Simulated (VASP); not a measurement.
# Li (Cmcm) in VASP: further runs

Li is run at these levels: PBE; tasks: single point.

All numbers are computed with VASP 6.6.1; they aren't measurements. Logs are shortened: lines on timing, memory, paths and dates and some standing lists are left out, and cuts for length are marked.

## (1) The cell of the first run

The structure is orthorhombic, space group Cmcm (No. 63). The conventional cell has a = 3.048 Å, b = 5.300 Å, c = 5.009 Å, α = 90.00°, β = 90.00°, γ = 90.00°. Within 4.0 Å of Li (site symmetry m2m) lie 12 Li at 3.05 to 3.07 Å.

This isn't the form of Li at room conditions, which is bcc.

## (2) Single point, PBE

The input, INCAR:

```
SYSTEM = Li
  PREC = Accurate
  ENCUT = 520
  EDIFF = 1E-7
  ISMEAR = 0
  SIGMA = 0.1
  LREAL = .False.
  LASPH = .True.
  NELM = 100
  ALGO = Fast
  ISIF = 2
  LWAVE = .False.
  LCHARG = .False.
  GGA = PE
  NBANDS = 26
```

The input, KPOINTS:

```
regular mesh
0
Gamma
  8 8 8
  0 0 0
```

The input, POSCAR:

```
Li
1.0
    7.6193009447     -2.6498232239      0.0000000000
    7.6193009447      2.6498232239      0.0000000000
    0.0000000000      0.0000000000      5.0089622022
Li
10
Direct
    0.9348198966      0.2651824484      0.2500000000
    0.0651801034      0.7348175516      0.7500000000
    0.2651824484      0.9348198966      0.7500000000
    0.7348175516      0.0651801034      0.2500000000
    0.3348440910      0.6651559090      0.2500000000
    0.6651559090      0.3348440910      0.7500000000
    0.5348821437      0.8650629616      0.2500000000
    0.4651178563      0.1349370384      0.7500000000
    0.8650629616      0.5348821437      0.7500000000
    0.1349370384      0.4651178563      0.2500000000
```

Potentials or basis: VASP PAW PBE potentials, release 64 (Li_sv).

Launch:

```
> cat potpaw_PBE.64/Li_sv/POTCAR > POTCAR
> mpirun -np 1 vasp_std > vasp.out
```

OUTCAR:

```text
SYSTEM = Li
   PREC = Accurate
   ENCUT = 520
   EDIFF = 1E-7
   ISMEAR = 0
   LREAL = .False.
   LASPH = .True.
   NELM = 100
   ISIF = 2
   GGA = PE

 ion  position               nearest neighbor table
   1  0.935  0.265  0.250-
   2  0.065  0.735  0.750-
   3  0.265  0.935  0.750-
   4  0.735  0.065  0.250-
   5  0.335  0.665  0.250-
   6  0.665  0.335  0.750-
   7  0.535  0.865  0.250-
   8  0.465  0.135  0.750-
   9  0.865  0.535  0.750-
  10  0.135  0.465  0.250-

  LATTYP: Found a base centered orthorhombic cell.
 ALAT       =     5.2996464478
 B/A-ratio  =     2.8753997157
 C/A-ratio  =     0.9451502570

  Lattice vectors:

 A1 = (  -7.6193009447,  -2.6498232239,   0.0000000000)
 A2 = (   7.6193009447,  -2.6498232239,   0.0000000000)
 A3 = (   0.0000000000,   0.0000000000,   5.0089622022)

Analysis of symmetry for initial positions (statically):
=====================================================================
 Subroutine PRICEL returns:
 Original cell was already a primitive cell.

 Routine SETGRP: Setting up the symmetry group for a
 base centered orthorhombic supercell.

 Subroutine GETGRP returns: Found  8 space group operations
 (whereof  4 operations were pure point group operations)
 out of a pool of  8 trial point group operations.

The static configuration has the point symmetry C_2h.
 The point group associated with its full space group is D_2h.

Analysis of symmetry for dynamics (positions and initial velocities):
=====================================================================
 Subroutine PRICEL returns:
 Original cell was already a primitive cell.

 Routine SETGRP: Setting up the symmetry group for a
 base centered orthorhombic supercell.

 Subroutine GETGRP returns: Found  8 space group operations
 (whereof  4 operations were pure point group operations)
 out of a pool of  8 trial point group operations.

The dynamic configuration has the point symmetry C_2h.
 The point group associated with its full space group is D_2h.

 Subroutine INISYM returns: Found  8 space group operations
 (whereof  4 operations are pure point group operations),
 and found     1 'primitive' translations

[... 115 lines left out ...]
   NFREE  =      0    steps in history (QN), initial steepest desc. (CG)
   ISIF   =      2    stress and relaxation
   ISYM   =      2    0-nonsym 1-usesym 2-fastsym
   POTIM  = 0.5000    time-step for ionic-motion
   TEBEG  =    0.0;   TEEND  =   0.0 temperature during run
   PSTRESS=    0.0 pullay stress
   NELECT =      30.0000    total number of electrons
   NUPDOWN=      -1.0000    fix difference up-down
   EMIN   =  10.00;   EMAX   =-10.00  energy-range for DOS
   EFERMI =   0.00;   METHOD = LEGACY
   ISMEAR =     0;   SIGMA  =   0.10  broadening in eV -4-tet -1-fermi 0-gaus
   EFERMI_NEDOS =   21; number of points for ismear=-14 and -15
   IALGO  =     68    algorithm
   IMIX   =      4    mixing-type and parameters
     AMIX     =   0.40;   BMIX     =  1.00
     AMIX_MAG =   1.60;   BMIX_MAG =  1.00
  volume/ion in A,a.u.               =      20.23       136.49
  Fermi-wavevector in a.u.,A,eV,Ry     =   0.866587  1.637611 10.217600  0.750972
  Thomas-Fermi vector in A             =   1.984997
   LORBIT       =      0    0 simple, 1 ext, 2 COOP (PROOUT), +10 PAW based schemes
   GGA     = PE    functional components
   LHFCALC =     F    Hartree Fock is set to
   AEXX    =    0.0000 exact exchange contribution
   IVDW    =     0    specifies the selected vdW correction
   LEPSILON=     F    determine dielectric tensor
   LRPA    =     F    only Hartree local field effects (RPA)
 non-spin polarized calculation
 RMM-DIIS sequential band-by-band and
 Gauss-broadening in eV      SIGMA  =   0.10
  energy-cutoff  :      520.00
  volume of cell :      202.26
 maximum number of plane-waves:      5472
   NGX = 29   NGY = 29   NGZ = 19

 number of electron      30.0000067 magnetization

 Free energy of the ion-electron system (eV)
  ---------------------------------------------------
  ext. energy  EPLUGINS =         0.00000000
  ---------------------------------------------------
  free energy    TOTEN  =       -19.07454526 eV

  energy without entropy =      -19.04935383  energy(sigma->0) =      -19.06194955

 E-fermi :   0.6206     XC(G=0):  -7.0494

 val. band max:        0.6179575885   @ k =   0.1250   0.1250   0.5000
 cond. band min:       0.6265042718   @ k =   0.3750   0.0000   0.3750
 fundamental gap:      0.0085466834
 Fermi energy:         0.6206101188

 k-point     1 :       0.0000    0.0000    0.0000
  band No.  band energies     occupation
      1     -45.8935      2.00000
      2     -45.8796      2.00000
      3     -45.8794      2.00000
      4     -45.8757      2.00000
      5     -45.8732      2.00000
      6     -45.8731      2.00000
[... 685 lines left out ...]
     25       4.5102      0.00000
     26       5.0534      0.00000

 [... further k-points ...]

------------------------ aborting loop because EDIFF is reached ----------------------------------------

  FORCE on cell =-STRESS in cart. coord.  units (eV):
  Direction    XX          YY          ZZ          XY          YZ          ZX
  --------------------------------------------------------------------------------------
  -------------------------------------------------------------------------------------
  Total       -0.0795924     -0.0771828     -0.0748638      0.0000000      0.0000000      0.0000000
  in kB       -0.6304815     -0.6113945     -0.5930246      0.0000000      0.0000000      0.0000000
  external PRESSURE =      -0.6116335 kB  Pullay stress =       0.0000000 kB

 VOLUME and BASIS-vectors are now :
 -----------------------------------------------------------------------------
  energy-cutoff  :      520.00
  volume of cell :      202.26
      direct lattice vectors                 reciprocal lattice vectors
     7.619300945 -2.649823224  0.000000000     0.065622818 -0.188691833  0.000000000
     7.619300945  2.649823224  0.000000000     0.065622818  0.188691833  0.000000000
     0.000000000  0.000000000  5.008962202     0.000000000  0.000000000  0.199642153

 POSITION                                       TOTAL-FORCE (eV/Angst)
 -----------------------------------------------------------------------------------
      9.14318     -1.77442      1.25224        -0.000021     -0.000236      0.000000
      6.09542      1.77442      3.75672         0.000021      0.000236     -0.000000
      9.14318      1.77442      3.75672        -0.000021      0.000236     -0.000000
      6.09542     -1.77442      1.25224         0.000021     -0.000236      0.000000
      7.61930      0.87527      1.25224         0.000000      0.000198     -0.000000
      7.61930     -0.87527      3.75672         0.000000     -0.000198      0.000000
     10.66660      0.87492      1.25224         0.000795      0.000638      0.000000
      4.57200     -0.87492      3.75672        -0.000795     -0.000638     -0.000000
     10.66660     -0.87492      3.75672         0.000795     -0.000638     -0.000000
      4.57200      0.87492      1.25224        -0.000795      0.000638      0.000000
 -----------------------------------------------------------------------------------
    total drift:                                0.000000     -0.000000      0.000000

  FREE ENERGIE OF THE ION-ELECTRON SYSTEM (eV)
  ---------------------------------------------------
  free  energy   TOTEN  =       -19.0745452600 eV

  energy  without entropy=      -19.0493538330  energy(sigma->0) =      -19.06194955
```

OSZICAR:

```text
N       E                     dE             d eps       ncg     rms          rms(c)
DAV:   1     0.164467047697E+03    0.16447E+03   -0.13534E+04  5460   0.116E+03
DAV:   2     0.250281275582E+02   -0.13944E+03   -0.12983E+03  5670   0.303E+02
DAV:   3    -0.133666939926E+02   -0.38395E+02   -0.37603E+02 10322   0.718E+01
[... 11 lines left out ...]
RMM:  15    -0.190745445385E+02    0.34162E-05   -0.15943E-05  9714   0.177E-02    0.708E-03
RMM:  16    -0.190745444045E+02    0.13407E-06   -0.52087E-06  9676   0.119E-02    0.533E-03
RMM:  17    -0.190745454022E+02   -0.99770E-06   -0.14959E-06  6986   0.463E-03    0.720E-03
RMM:  18    -0.190745452145E+02    0.18771E-06   -0.71409E-07  6570   0.388E-03    0.641E-03
RMM:  19    -0.190745452600E+02   -0.45591E-07   -0.37225E-07  6246   0.322E-03
   1 F= -.19074545E+02 E0= -.19061950E+02  d E =-.251914E-01
```

stdout:

```text
POSCAR found type information on POSCAR Li
 POSCAR found :  1 types and      10 ions
 scaLAPACK will be used
 LDA part: xc-table for (Slater+PW92), standard interpolation
 POSCAR, INCAR and KPOINTS ok, starting setup
 FFT: planning ... GRIDC
 FFT: planning ... GRID_SOFT
[... 103 lines left out ...]
WARNING in EDDRMM: call to ZHEGV failed, returncode =   8  4     16
WARNING in EDDRMM: call to ZHEGV failed, returncode =   8  4     15
WARNING in EDDRMM: call to ZHEGV failed, returncode =   8  4     20
WARNING in EDDRMM: call to ZHEGV failed, returncode =   8  4     18
WARNING in EDDRMM: call to ZHEGV failed, returncode =   8  4     18
 num prob WARNING in EDDRMM: call to ZHEGV failed, returncode =   8  4     19
 num prob WARNING in EDDRMM: call to ZHEGV failed, returncode =   8  4     20
WARNING in EDDRMM: call to ZHEGV failed, returncode =   8  4     16
WARNING in EDDRMM: call to ZHEGV failed, returncode =   8  4     17
WARNING in EDDRMM: call to Z
```

Wall time 10 min (1 thread of AMD EPYC 9R45 (Zen 5), shared host); peak memory 0.53 GiB.

Results:

```yaml
Free_energy: -19.0745 eV
Band_gap_on_the_k_mesh: zero (bands 15 and 16 overlap by 1.72 eV)
```

Caveat: the cutoff is under 1.25 times the usual one of these potentials, so pressure, stress and relaxed cells hold a basis-set (Pulay) error.

## (3) Single point, PBE

The input, INCAR:

```
PREC = Accurate ; ENCUT = 520
EDIFF = 1E-7 ; ISMEAR = 0
SIGMA = 0.1 ; LREAL = F
LASPH = T ; NELM = 60
ALGO = Fast ; ISIF = 2
LWAVE = F ; LCHARG = T
GGA = PE ; LELF = T
LVHAR = T ; NBANDS = 26
```

The input, KPOINTS:

```
regular mesh
0
Gamma
  8 8 8
```

POSCAR is that of step 2.

Potentials or basis: VASP PAW PBE potentials, release 64 (Li_sv).

Launch:

```
> cat potpaw_PBE.64/Li_sv/POTCAR > POTCAR
> mpirun -np 1 vasp_std > vasp.out
```

OUTCAR:

```text
PREC = Accurate
   ENCUT = 520
   EDIFF = 1E-7
   ISMEAR = 0
   LREAL = F
   LASPH = T
   NELM = 60
   ISIF = 2
   GGA = PE

 ion  position               nearest neighbor table
   1  0.935  0.265  0.250-
   2  0.065  0.735  0.750-
   3  0.265  0.935  0.750-
   4  0.735  0.065  0.250-
   5  0.335  0.665  0.250-
   6  0.665  0.335  0.750-
   7  0.535  0.865  0.250-
   8  0.465  0.135  0.750-
   9  0.865  0.535  0.750-
  10  0.135  0.465  0.250-

  LATTYP: Found a base centered orthorhombic cell.
 ALAT       =     5.2996464478
 B/A-ratio  =     2.8753997157
 C/A-ratio  =     0.9451502570

  Lattice vectors:

 A1 = (  -7.6193009447,  -2.6498232239,   0.0000000000)
 A2 = (   7.6193009447,  -2.6498232239,   0.0000000000)
 A3 = (   0.0000000000,   0.0000000000,   5.0089622022)

Analysis of symmetry for initial positions (statically):
=====================================================================
 Subroutine PRICEL returns:
 Original cell was already a primitive cell.

 Routine SETGRP: Setting up the symmetry group for a
 base centered orthorhombic supercell.

 Subroutine GETGRP returns: Found  8 space group operations
 (whereof  4 operations were pure point group operations)
 out of a pool of  8 trial point group operations.

The static configuration has the point symmetry C_2h.
 The point group associated with its full space group is D_2h.

Analysis of symmetry for dynamics (positions and initial velocities):
=====================================================================
 Subroutine PRICEL returns:
 Original cell was already a primitive cell.

 Routine SETGRP: Setting up the symmetry group for a
 base centered orthorhombic supercell.

 Subroutine GETGRP returns: Found  8 space group operations
[... 144 lines left out ...]
   LORBIT       =      0    0 simple, 1 ext, 2 COOP (PROOUT), +10 PAW based schemes
   GGA     = PE    functional components
   LHFCALC =     F    Hartree Fock is set to
   AEXX    =    0.0000 exact exchange contribution
   IVDW    =     0    specifies the selected vdW correction
   LEPSILON=     F    determine dielectric tensor
   LRPA    =     F    only Hartree local field effects (RPA)
 non-spin polarized calculation
 RMM-DIIS sequential band-by-band and
 Gauss-broadening in eV      SIGMA  =   0.10
  energy-cutoff  :      520.00
  volume of cell :      202.26
 maximum number of plane-waves:      5472
   NGX = 29   NGY = 29   NGZ = 19

 number of electron      30.0000067 magnetization

 Free energy of the ion-electron system (eV)
  ---------------------------------------------------
  ext. energy  EPLUGINS =         0.00000000
  ---------------------------------------------------
  free energy    TOTEN  =       -19.07454526 eV

  energy without entropy =      -19.04935383  energy(sigma->0) =      -19.06194955

 E-fermi :   0.6206     XC(G=0):  -7.0494

 val. band max:        0.6179575885   @ k =   0.1250   0.1250   0.5000
 cond. band min:       0.6265042718   @ k =   0.3750   0.0000   0.3750
 fundamental gap:      0.0085466834
 Fermi energy:         0.6206101188

 k-point     1 :       0.0000    0.0000    0.0000
  band No.  band energies     occupation
      1     -45.8935      2.00000
      2     -45.8796      2.00000
      3     -45.8794      2.00000
      4     -45.8757      2.00000
      5     -45.8732      2.00000
      6     -45.8731      2.00000
[... 685 lines left out ...]
     25       4.5102      0.00000
     26       5.0534      0.00000

 [... further k-points ...]

------------------------ aborting loop because EDIFF is reached ----------------------------------------

  FORCE on cell =-STRESS in cart. coord.  units (eV):
  Direction    XX          YY          ZZ          XY          YZ          ZX
  --------------------------------------------------------------------------------------
  -------------------------------------------------------------------------------------
  Total       -0.0795924     -0.0771828     -0.0748638      0.0000000      0.0000000      0.0000000
  in kB       -0.6304815     -0.6113945     -0.5930246      0.0000000      0.0000000      0.0000000
  external PRESSURE =      -0.6116335 kB  Pullay stress =       0.0000000 kB

 VOLUME and BASIS-vectors are now :
 -----------------------------------------------------------------------------
  energy-cutoff  :      520.00
  volume of cell :      202.26
      direct lattice vectors                 reciprocal lattice vectors
     7.619300945 -2.649823224  0.000000000     0.065622818 -0.188691833  0.000000000
     7.619300945  2.649823224  0.000000000     0.065622818  0.188691833  0.000000000
     0.000000000  0.000000000  5.008962202     0.000000000  0.000000000  0.199642153

 POSITION                                       TOTAL-FORCE (eV/Angst)
 -----------------------------------------------------------------------------------
      9.14318     -1.77442      1.25224        -0.000021     -0.000236      0.000000
      6.09542      1.77442      3.75672         0.000021      0.000236     -0.000000
      9.14318      1.77442      3.75672        -0.000021      0.000236     -0.000000
      6.09542     -1.77442      1.25224         0.000021     -0.000236      0.000000
      7.61930      0.87527      1.25224         0.000000      0.000198     -0.000000
      7.61930     -0.87527      3.75672         0.000000     -0.000198      0.000000
     10.66660      0.87492      1.25224         0.000795      0.000638      0.000000
      4.57200     -0.87492      3.75672        -0.000795     -0.000638     -0.000000
     10.66660     -0.87492      3.75672         0.000795     -0.000638     -0.000000
      4.57200      0.87492      1.25224        -0.000795      0.000638      0.000000
 -----------------------------------------------------------------------------------
    total drift:                                0.000000     -0.000000      0.000000

  FREE ENERGIE OF THE ION-ELECTRON SYSTEM (eV)
  ---------------------------------------------------
  free  energy   TOTEN  =       -19.0745452600 eV

  energy  without entropy=      -19.0493538330  energy(sigma->0) =      -19.06194955
```

OSZICAR:

```text
N       E                     dE             d eps       ncg     rms          rms(c)
DAV:   1     0.164467047697E+03    0.16447E+03   -0.13534E+04  5460   0.116E+03
DAV:   2     0.250281275582E+02   -0.13944E+03   -0.12983E+03  5670   0.303E+02
DAV:   3    -0.133666939926E+02   -0.38395E+02   -0.37603E+02 10322   0.718E+01
[... 11 lines left out ...]
RMM:  15    -0.190745445385E+02    0.34162E-05   -0.15943E-05  9714   0.177E-02    0.708E-03
RMM:  16    -0.190745444045E+02    0.13407E-06   -0.52087E-06  9676   0.119E-02    0.533E-03
RMM:  17    -0.190745454022E+02   -0.99770E-06   -0.14959E-06  6986   0.463E-03    0.720E-03
RMM:  18    -0.190745452145E+02    0.18771E-06   -0.71409E-07  6570   0.388E-03    0.641E-03
RMM:  19    -0.190745452600E+02   -0.45591E-07   -0.37225E-07  6246   0.322E-03
   1 F= -.19074545E+02 E0= -.19061950E+02  d E =-.251914E-01
```

It took 11 min on 1 thread of AMD EPYC 9R45 (Zen 5), shared host; peak memory 0.54 GiB.

What came out:

```yaml
Free_energy: -19.0745 eV
Band_gap_on_the_k_mesh: zero (bands 15 and 16 overlap by 1.72 eV)
```

Caveat: the cutoff is under 1.25 times the usual one of these potentials, so pressure, stress and relaxed cells hold a basis-set (Pulay) error.
